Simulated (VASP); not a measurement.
Input of a VASP 6.6.1 run:

INCAR

```
PREC = Accurate
ENCUT = 520
EDIFF = 1E-7
ISMEAR = -1
SIGMA = 0.02
LREAL = False
LASPH = True
NELM = 80
ALGO = Normal
ISIF = 2
LWAVE = False
LCHARG = True
LELF = True
LVHAR = True
NBANDS = 17
```

The input KPOINTS:

```
regular mesh
0
Gamma
  8 8 8
```

POSCAR

```
PbS
1.0
    3.6351319672      0.0000000000      0.0000000000
    0.0000000000      3.6351319672      0.0000000000
    0.0000000000      0.0000000000      3.6351319672
Pb S
1 1
Direct
    0.0000000000      0.0000000000      0.0000000000
    0.5000000000      0.5000000000      0.5000000000
```

Potentials or basis: VASP PAW LDA potentials, release 64 (Pb_d, S).

Run with:

```bash
$ cat potpaw_LDA.64/Pb_d/POTCAR potpaw_LDA.64/S/POTCAR > POTCAR
$ mpirun -np 1 vasp_std > vasp.out
```

(1) Estimate the pressure.

(2) What does it give for the band gap on the k mesh?

Results:

(1) -4.5 GPa.

(2) zero (band 10 reaches 6.03 eV, above the bottom of band 11 at 5.44 eV).

Caveat: spin-orbit coupling is left out, which moves the levels of the heavy elements.
